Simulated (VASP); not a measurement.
# Ni (Fm-3m) in VASP: further runs

The runs below take Ni through single point, with PBE.

Everything below comes from runs of VASP 6.6.1. Logs are shortened: lines on timing, memory, paths and dates and some standing lists are left out, and cuts for length are marked.

### 1 The cell of the first run

The structure is cubic, space group Fm-3m (No. 225). The conventional cell has a = 3.540 Å, b = 3.540 Å, c = 3.540 Å, α = 90.00°, β = 90.00°, γ = 90.00°. Ni (site symmetry m-3m) has 12 Ni at 2.50 Å within 3.3 Å.

### 2 Single point, PBE, collinear spin, ferromagnetic start

Contents of INCAR:

```
ALGO = Normal ; EDIFF = 1E-6
ENCUT = 520 ; GGA = PE
ISIF = 2 ; ISMEAR = -1
ISPIN = 2 ; ISYM = 0
LASPH = T ; LCHARG = T
LELF = T ; LMAXMIX = 4
LORBIT = 11 ; LREAL = F
LVHAR = T ; LWAVE = F
MAGMOM = 0.77 0.77 ; NBANDS = 21
NELM = 150 ; PREC = Accurate
SIGMA = 0.05
```

Contents of KPOINTS:

```
k-points
0
Gamma
  8 10 13
```

Contents of POSCAR:

```
Ni
1.0
   -1.7698700000     -1.7698700000     -3.5397400000
    1.7698700000     -1.7698700000      0.0000000000
   -1.7698700000     -1.7698700000      0.0000000000
Ni
2
Direct
    0.0000000000      0.0000000000      0.0000000000
    0.5000000000      0.5000000000      0.0000000000
```

Potentials or basis: VASP PAW PBE potentials, release 64 (Ni).

Command:

```console
cat potpaw_PBE.64/Ni/POTCAR > POTCAR
mpirun -np 1 vasp_std > vasp.out
```

OUTCAR:

```text
EDIFF = 1E-6
   ENCUT = 520
   GGA = PE
   ISIF = 2
   ISMEAR = -1
   ISPIN = 2
   ISYM = 0
   LASPH = T
   LORBIT = 11
   LREAL = F
   NELM = 150
   PREC = Accurate

 ion  position               nearest neighbor table
   1  0.000  0.000  0.000-   2 2.50   2 2.50   2 2.50   2 2.50   2 2.50   2 2.50   2 2.50   2 2.50

   2  0.500  0.500  0.000-   1 2.50   1 2.50   1 2.50   1 2.50   1 2.50   1 2.50   1 2.50   1 2.50

IMPORTANT INFORMATION: All symmetrisations will be switched off!
NOSYMM: (Re-)initialisation of all symmetry stuff for point group C_1.

----------------------------------------------------------------------------------------

                                     Primitive cell

  volume of cell :      22.1760

  direct lattice vectors                    reciprocal lattice vectors
    -1.769870000 -1.769870000 -3.539740000     0.000000000  0.000000000 -0.282506625
     1.769870000 -1.769870000  0.000000000     0.282506625 -0.282506625  0.000000000
    -1.769870000 -1.769870000  0.000000000    -0.282506625 -0.282506625  0.282506625

  length of vectors
     4.335278411  2.502974158  2.502974158     0.282506625  0.399524700  0.489315828

  position of ions in fractional coordinates (direct lattice)
     0.000000000  0.000000000  0.000000000
     0.500000000  0.500000000  0.000000000

  ion indices of the primitive-cell ions
   primitive index   ion index
                 1           1
                 2           2

----------------------------------------------------------------------------------------

 KPOINTS: k-points

Automatic generation of k-mesh.
 Grid dimensions read from file:
 generate k-points for:    8   10   13

 Generating k-lattice:

  Cartesian coordinates                     Fractional coordinates (reciprocal lattice)
     0.000000000  0.000000000 -0.035313328     0.125000000  0.000000000  0.000000000
     0.028250662 -0.028250662  0.000000000     0.000000000  0.100000000  0.000000000
    -0.021731279 -0.021731279  0.021731279     0.000000000  0.000000000  0.076923077

  Length of vectors
     0.035313328  0.039952470  0.037639679

  Shift w.r.t. Gamma in fractional coordinates (k-lattice)
     0.000000000  0.000000000  0.000000000

 -----------------------------------------------------------------------------
|                                                                             |
|           W    W    AA    RRRRR   N    N  II  N    N   GGGG   !!!           |
|           W    W   A  A   R    R  NN   N  II  NN   N  G    G  !!!           |
|           W    W  A    A  R    R  N N  N  II  N N  N  G       !!!           |
|           W WW W  AAAAAA  RRRRR   N  N N  II  N  N N  G  GGG   !            |
|           WW  WW  A    A  R   R   N   NN  II  N   NN  G    G                |
|           W    W  A    A  R    R  N    N  II  N    N   GGGG   !!!           |
|                                                                             |
|     Your reciprocal lattice and k-lattice belong to different lattice       |
|     classes:                                                                |
|                                                                             |
|        The reciprocal lattice is simple tetragonal,                         |
|        whereas your k-lattice is simple monoclinic.                         |
|                                                                             |
|     Results are often still useful ...                                      |
|                                                                             |
 -----------------------------------------------------------------------------

 WARNING: IBZKPT: internal override: KBLOWUP is changed to .FALSE.
      ... skipping the blow-up phase ...

 Subroutine IBZKPT returns following result:
 ===========================================

 Found    522 irreducible k-points:

 Following reciprocal coordinates:
            Coordinates               Weight
  0.000000  0.000000  0.000000      1.000000
  0.125000  0.000000  0.000000      2.000000
  0.250000  0.000000  0.000000      2.000000
  0.375000  0.000000  0.000000      2.000000
  0.500000  0.000000  0.000000      1.000000
  0.000000  0.100000  0.000000      2.000000
[... 16 lines left out ...]
  0.125000  0.300000  0.000000      2.000000
  0.250000  0.300000  0.000000      2.000000
 [... further k-points ...]
   k-points           NKPTS =    522   k-points in BZ     NKDIM =    522   number of bands    NBANDS=     21
   number of dos      NEDOS =    301   number of ions     NIONS =      2
   total plane-waves  NPLWV =  12800
   dimension x,y,z NGX =    32 NGY =   20 NGZ =   20
   dimension x,y,z NGXF=    64 NGYF=   40 NGZF=   40
   ions per type =               2
   NGX,Y,Z   is equivalent  to a cutoff of  12.27, 13.28, 13.28 a.u.
   NGXF,Y,Z  is equivalent  to a cutoff of  24.54, 26.57, 26.57 a.u.
 SYSTEM =  unknown system
   PREC   = accura    normal or accurate (medium, high low for compatibility)
   ISTART =      0    job   : 0-new  1-cont  2-samecut
   ICHARG =      2    charge: 1-file 2-atom 10-const
   ISPIN  =      2    spin polarized calculation?
   LNONCOLLINEAR =      F non collinear calculations
   LSORBIT =      F    spin-orbit coupling
   LASPH  =      T    aspherical Exc in radial PAW
   ENCUT  =  520.0 eV  38.22 Ry    6.18 a.u.   8.06  4.65  4.65*2*pi/ulx,y,z
   NELM   =    150;   NELMIN=  2; NELMDL= -5     # of ELM steps
   EDIFF  = 0.1E-05   stopping-criterion for ELM
   LREAL  =      F    real-space projection
   EDIFFG = 0.1E-04   stopping-criterion for IOM
   NSW    =      0    number of steps for IOM
   IBRION =     -1    ionic relax: 0-MD 1-quasi-New 2-CG
   NFREE  =      0    steps in history (QN), initial steepest desc. (CG)
   ISIF   =      2    stress and relaxation
   ISYM   =      0    0-nonsym 1-usesym 2-fastsym
   POTIM  = 0.5000    time-step for ionic-motion
   TEBEG  =    0.0;   TEEND  =   0.0 temperature during run
   PSTRESS=    0.0 pullay stress
   NELECT =      20.0000    total number of electrons
   NUPDOWN=      -1.0000    fix difference up-down
   EMIN   =  10.00;   EMAX   =-10.00  energy-range for DOS
   EFERMI =   0.00;   METHOD = LEGACY
   ISMEAR =    -1;   SIGMA  =   0.05  broadening in eV -4-tet -1-fermi 0-gaus
   EFERMI_NEDOS =   21; number of points for ismear=-14 and -15
   IALGO  =     38    algorithm
   IMIX   =      4    mixing-type and parameters
     AMIX     =   0.40;   BMIX     =  1.00
     AMIX_MAG =   1.60;   BMIX_MAG =  1.00
  volume/ion in A,a.u.               =      11.09        74.83
  Fermi-wavevector in a.u.,A,eV,Ry     =   1.581698  2.988975 34.038612  2.501767
  Thomas-Fermi vector in A             =   2.681734
   LORBIT       =     11    0 simple, 1 ext, 2 COOP (PROOUT), +10 PAW based schemes
   GGA     = PE    functional components
   LHFCALC =     F    Hartree Fock is set to
   AEXX    =    0.0000 exact exchange contribution
   IVDW    =     0    specifies the selected vdW correction
   LEPSILON=     F    determine dielectric tensor
   LRPA    =     F    only Hartree local field effects (RPA)
 spin polarized calculation
  energy-cutoff  :      520.00
  volume of cell :       22.18
 maximum number of plane-waves:       613
   NGX = 17   NGY =  9   NGZ =  9

 number of electron      19.9999987 magnetization       1.3084495

 Free energy of the ion-electron system (eV)
  ---------------------------------------------------
  ext. energy  EPLUGINS =         0.00000000
  ---------------------------------------------------
  free energy    TOTEN  =       -10.95241076 eV

  energy without entropy =      -10.92408720  energy(sigma->0) =      -10.93824898

 E-fermi :   9.1135     XC(G=0): -13.1448

 val. band max:        9.1113134501   @ k =   0.2500   0.0000   0.0000
 cond. band min:       9.1135698985   @ k =   0.3750   0.5000   0.3846
 fundamental gap:      0.0022564484
 Fermi energy:         9.1135014535

 spin component 1

 k-point     1 :       0.0000    0.0000    0.0000
  band No.  band energies     occupation
      1       0.2292      1.00000
      2       4.5633      1.00000
      3       4.9905      1.00000
      4       6.6974      1.00000
      5       6.7055      1.00000
      6       6.7083      1.00000
[... 13 lines left out ...]
     20      36.3816      0.00000
     21      36.3860      0.00000

 k-point     2 :       0.1250    0.0000    0.0000
  band No.  band energies     occupation
      1       0.4301      1.00000
      2       4.5730      1.00000
      3       5.0507      1.00000
      4       6.6272      1.00000
      5       6.7606      1.00000
      6       6.7635      1.00000
[... 520 lines left out ...]
 k-point    24 :       0.2500    0.3000    0.0000
  band No.  band energies     occupation
      1       2.9580      1.00000
      2       5.1264      1.00000
      3       5.9415      1.00000
      4       6.4369      1.00000
      5       6.6945      1.00000
      6       6.9068      1.00000
[... 13 lines left out ...]
     20      34.8469      0.00000
     21      38.3657      0.00000

 [... further k-points ...]

 spin component 2

 k-point     1 :       0.0000    0.0000    0.0000
  band No.  band energies     occupation
      1       0.1981      1.00000
      2       4.9286      1.00000
      3       5.6429      1.00000
      4       7.4845      1.00000
      5       7.4856      1.00000
      6       7.4912      1.00000
[... 13 lines left out ...]
     20      36.3713      0.00000
     21      36.3727      0.00000

 k-point     2 :       0.1250    0.0000    0.0000
  band No.  band energies     occupation
      1       0.3992      1.00000
      2       4.9190      1.00000
      3       5.7075      1.00000
      4       7.4143      1.00000
      5       7.5416      1.00000
      6       7.5428      1.00000
[... 520 lines left out ...]
 k-point    24 :       0.2500    0.3000    0.0000
  band No.  band energies     occupation
      1       2.9882      1.00000
      2       5.6147      1.00000
      3       6.3845      1.00000
      4       7.0589      1.00000
      5       7.3272      1.00000
      6       7.6027      1.00000
[... 13 lines left out ...]
     20      34.9491      0.00000
     21      38.3960      0.00000

 [... further k-points ...]

------------------------ aborting loop because EDIFF is reached ----------------------------------------

  FORCE on cell =-STRESS in cart. coord.  units (eV):
  Direction    XX          YY          ZZ          XY          YZ          ZX
  --------------------------------------------------------------------------------------
  -------------------------------------------------------------------------------------
  Total       -0.4672099     -0.4672127     -0.4527042     -0.0263907      0.0015802      0.0015806
  in kB      -33.7550332    -33.7552326    -32.7070211     -1.9066752      0.1141648      0.1141934
  external PRESSURE =     -33.4057623 kB  Pullay stress =       0.0000000 kB

 VOLUME and BASIS-vectors are now :
 -----------------------------------------------------------------------------
  energy-cutoff  :      520.00
  volume of cell :       22.18
      direct lattice vectors                 reciprocal lattice vectors
    -1.769870000 -1.769870000 -3.539740000     0.000000000  0.000000000 -0.282506625
     1.769870000 -1.769870000  0.000000000     0.282506625 -0.282506625  0.000000000
    -1.769870000 -1.769870000  0.000000000    -0.282506625 -0.282506625  0.282506625

 POSITION                                       TOTAL-FORCE (eV/Angst)
 -----------------------------------------------------------------------------------
      0.00000      0.00000      0.00000        -0.000000      0.000000     -0.000000
      0.00000     -1.76987     -1.76987         0.000000     -0.000000      0.000000
 -----------------------------------------------------------------------------------
    total drift:                                0.000000     -0.000000     -0.000000

  FREE ENERGIE OF THE ION-ELECTRON SYSTEM (eV)
  ---------------------------------------------------
  free  energy   TOTEN  =       -10.9524107617 eV

  energy  without entropy=      -10.9240872035  energy(sigma->0) =      -10.93824898

 total charge

# of ion       s       p       d       tot
------------------------------------------
    1        0.490   0.482   8.304   9.276
    2        0.490   0.482   8.304   9.276
--------------------------------------------------
tot          0.980   0.964  16.608  18.553

 magnetization (x)

# of ion       s       p       d       tot
------------------------------------------
    1       -0.006  -0.024   0.697   0.667
    2       -0.006  -0.024   0.697   0.667
--------------------------------------------------
tot         -0.011  -0.048   1.394   1.335
```

Wall time 3.5 min (1 thread of Intel Xeon Platinum 8488C (Sapphire Rapids), shared host); peak memory 0.41 GiB.

Results:

| Item | Value |
| --- | --- |
| Free energy | -10.9524 eV |
| Pressure | -3.3 GPa |
| Net moment | 1.31 μB per cell |
| Site moments | Ni +0.67 μB |
| Valence electrons inside the program's atomic spheres | Ni 9.28 |

Stress tensor (GPa, compression positive):
```
-3.38 -0.19  0.01
-0.19 -3.38  0.01
 0.01  0.01 -3.27
```

Caveat: the cell stands under tension.

### 3 Single point, PBE, collinear spin, ferromagnetic start

Contents of INCAR:

```
PREC     = Accurate       # precision mode
ENCUT    = 520            # plane-wave cutoff, eV
EDIFF    = 1E-6           # SCF threshold, eV
ISMEAR   = -1             # smearing method
SIGMA    = 0.05           # smearing width, eV
LREAL    = False          # projectors in reciprocal space
LASPH    = True           # aspherical terms in the spheres
NELM     = 150            # most SCF steps
ALGO     = Normal         # electronic algorithm
ISIF     = 2              # what is computed and relaxed
LWAVE    = False          # write WAVECAR
LCHARG   = False          # write CHGCAR
ISPIN    = 2              # spin polarisation
MAGMOM   = 2 2            # initial moments
LORBIT   = 11             # projections on sites
LMAXMIX  = 4              # l up to which the mixer works
GGA      = PE             # functional
NBANDS   = 21             # bands
ISYM     = 0
```

Contents of KPOINTS:

```
regular mesh
0
Gamma
  8 10 13
```

POSCAR is that of step 2.

Potentials or basis: VASP PAW PBE potentials, release 64 (Ni).

Command:

```console
cat potpaw_PBE.64/Ni/POTCAR > POTCAR
mpirun -np 1 vasp_std > vasp.out
```

OUTCAR:

```text
PREC = Accurate
   ENCUT = 520
   EDIFF = 1E-6
   ISMEAR = -1
   LREAL = False
   LASPH = True
   NELM = 150
   ISIF = 2
   ISPIN = 2
   LORBIT = 11
   GGA = PE
   ISYM = 0

 ion  position               nearest neighbor table
   1  0.000  0.000  0.000-   2 2.50   2 2.50   2 2.50   2 2.50   2 2.50   2 2.50   2 2.50   2 2.50

   2  0.500  0.500  0.000-   1 2.50   1 2.50   1 2.50   1 2.50   1 2.50   1 2.50   1 2.50   1 2.50

IMPORTANT INFORMATION: All symmetrisations will be switched off!
NOSYMM: (Re-)initialisation of all symmetry stuff for point group C_1.

----------------------------------------------------------------------------------------

                                     Primitive cell

  volume of cell :      22.1760

  direct lattice vectors                    reciprocal lattice vectors
    -1.769870000 -1.769870000 -3.539740000     0.000000000  0.000000000 -0.282506625
[... 750 lines left out ...]
      5       7.4856      1.00000
      6       7.4912      1.00000
[... 565 lines left out ...]
     20      34.9491      0.00000
     21      38.3960      0.00000

 [... further k-points ...]

------------------------ aborting loop because EDIFF is reached ----------------------------------------

  FORCE on cell =-STRESS in cart. coord.  units (eV):
  Direction    XX          YY          ZZ          XY          YZ          ZX
  --------------------------------------------------------------------------------------
  -------------------------------------------------------------------------------------
  Total       -0.4701117     -0.4701122     -0.4555884     -0.0264003      0.0016266      0.0016283
  in kB      -33.9646784    -33.9647144    -32.9153984     -1.9073738      0.1175187      0.1176428
  external PRESSURE =     -33.6149304 kB  Pullay stress =       0.0000000 kB

 VOLUME and BASIS-vectors are now :
 -----------------------------------------------------------------------------
  energy-cutoff  :      520.00
  volume of cell :       22.18
      direct lattice vectors                 reciprocal lattice vectors
    -1.769870000 -1.769870000 -3.539740000     0.000000000  0.000000000 -0.282506625
     1.769870000 -1.769870000  0.000000000     0.282506625 -0.282506625  0.000000000
    -1.769870000 -1.769870000  0.000000000    -0.282506625 -0.282506625  0.282506625

 POSITION                                       TOTAL-FORCE (eV/Angst)
 -----------------------------------------------------------------------------------
      0.00000      0.00000      0.00000        -0.000000     -0.000000     -0.000000
      0.00000     -1.76987     -1.76987         0.000000      0.000000      0.000000
 -----------------------------------------------------------------------------------
    total drift:                               -0.000000      0.000001      0.000001

  FREE ENERGIE OF THE ION-ELECTRON SYSTEM (eV)
  ---------------------------------------------------
  free  energy   TOTEN  =       -10.9524109074 eV

  energy  without entropy=      -10.9240881680  energy(sigma->0) =      -10.93824954

 total charge

# of ion       s       p       d       tot
------------------------------------------
    1        0.490   0.482   8.304   9.276
    2        0.490   0.482   8.304   9.276
--------------------------------------------------
tot          0.980   0.964  16.608  18.553

 magnetization (x)

# of ion       s       p       d       tot
------------------------------------------
    1       -0.006  -0.024   0.697   0.667
    2       -0.006  -0.024   0.697   0.667
--------------------------------------------------
tot         -0.011  -0.048   1.394   1.335
```

Wall time 3.5 min (1 thread of Intel Xeon Platinum 8488C (Sapphire Rapids), shared host); peak memory 0.41 GiB.

Results:

- Free energy: -10.9524 eV
- Pressure: -3.4 GPa
- Net moment: 1.31 μB per cell
- Site moments: Ni +0.67 μB
- Valence electrons inside the program's atomic spheres: Ni 9.28

Stress tensor (GPa, compression positive):
```
-3.40 -0.19  0.01
-0.19 -3.40  0.01
 0.01  0.01 -3.29
```

Levels at points of the mesh, in eV from the Fermi level:
Spin up:
| k point | band 7 | band 8 | band 9 | band 10 | band 11 | band 12 | band 13 | band 14 | band 15 | band 16 |
| --- | --- | --- | --- | --- | --- | --- | --- | --- | --- | --- |
| (0.00, 0.00, 0.00) | -1.26 | -1.26 | -0.57 | -0.51 | -0.50 | 2.43 | 9.04 | 14.64 | 14.64 | 19.48 |
| (0.50, 0.00, 0.00) | -1.60 | -1.60 | -1.59 | -1.59 | -0.92 | -0.92 | 19.01 | 19.01 | 19.01 | 19.01 |
| (0.00, 0.50, 0.00) | -1.68 | -1.68 | -1.40 | -1.40 | 0.90 | 0.90 | 11.35 | 11.35 | 12.72 | 12.72 |
| (0.50, 0.50, 0.00) | -0.64 | -0.64 | -0.63 | -0.63 | -0.26 | -0.26 | 5.51 | 5.51 | 22.06 | 22.06 |
Spin down:
```csv
k point,band 6,band 7,band 8,band 9,band 10,band 11,band 12,band 13,band 14,band 15
"(0.00, 0.00, 0.00)",-1.62,-0.65,-0.65,0.06,0.38,0.39,2.39,9.30,14.66,14.66
"(0.50, 0.00, 0.00)",-1.32,-0.78,-0.78,-0.78,-0.78,-0.30,-0.30,19.09,19.09,19.09
"(0.00, 0.50, 0.00)",-2.16,-1.10,-1.10,-0.56,-0.56,1.51,1.51,11.54,11.54,12.84
"(0.50, 0.50, 0.00)",-1.74,-0.32,-0.32,0.15,0.15,0.16,0.16,5.95,5.95,21.91
```

Caveat: the cell stands under tension.
